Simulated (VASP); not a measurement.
## Sc: single point with PBEsol

Crystal: Sc.

```
Sc
1.0
     3.17645    0.00000    0.00000
    -1.58822    2.98012    0.00000
     0.00000    0.00000    5.26800
Sc
2
Direct
  0.33333 0.66667 0.25000
  0.66667 0.33333 0.75000
```

This cell differs from its parent crystal: strain -0.0400 x Voigt [1, -1, 0, 0, 0, 0].

```yaml
Program: VASP 6.6.1
Task: single point
Functional: PBEsol
Potentials_or_basis: VASP PAW PBE potentials, release 64 (Sc_sv)
Cutoff: 520 eV
k_mesh: 18 × 18 × 10
Occupations: gaussian, width 0.15 eV
Spin: no spin polarisation
Dipole_correction: no
Further_INCAR_settings: ALGO = Fast; EDIFF = 1e-07; NBANDS = 18
```

```yaml
Pressure: -2.6 GPa
Largest_force: 0.118 eV/Å
Band_gap_on_the_k_mesh: zero (band 11 reaches 4.38 eV, above the bottom of band 12 at 3.02 eV)
```

Forces in eV/Å, atoms in the order of the input:
```
Sc   0.000  0.118  0.000
Sc   0.000 -0.118  0.000
```

Stress tensor (GPa, compression positive):
```
 0.89  0.00  0.00
 0.00 -4.97  0.00
 0.00  0.00 -3.61
```

Levels at points of the mesh, in eV from the Fermi level:
```
           k point  band 9  band 10  band 11  band 12  band 13  band 14
(0.00, 0.00, 0.00)   -5.12    -1.67     0.44     1.18     1.60     1.73
(0.50, 0.00, 0.00)   -1.50    -0.99    -0.69    -0.18     1.06     1.44
(0.00, 0.50, 0.00)   -1.76    -1.16    -0.68    -0.44     1.09     1.49
(0.00, 0.00, 0.50)   -3.63    -3.63     0.87     0.87     1.17     1.17
(0.50, 0.00, 0.50)   -1.42    -1.42     0.09     0.09     1.38     1.38
(0.00, 0.50, 0.50)   -1.57    -1.57    -0.07    -0.07     1.00     1.00
```

Wall time 3.9 min on 1 thread of Intel(R) Xeon(R) 6975P-C (Granite Rapids), with other jobs on the host, peak memory 0.48 GiB.

Caveat: the cell differs from its parent crystal (strain -0.0400 x Voigt [1, -1, 0, 0, 0, 0]); the PAW data sets were made with another functional, which shifts forces and pressure a little.
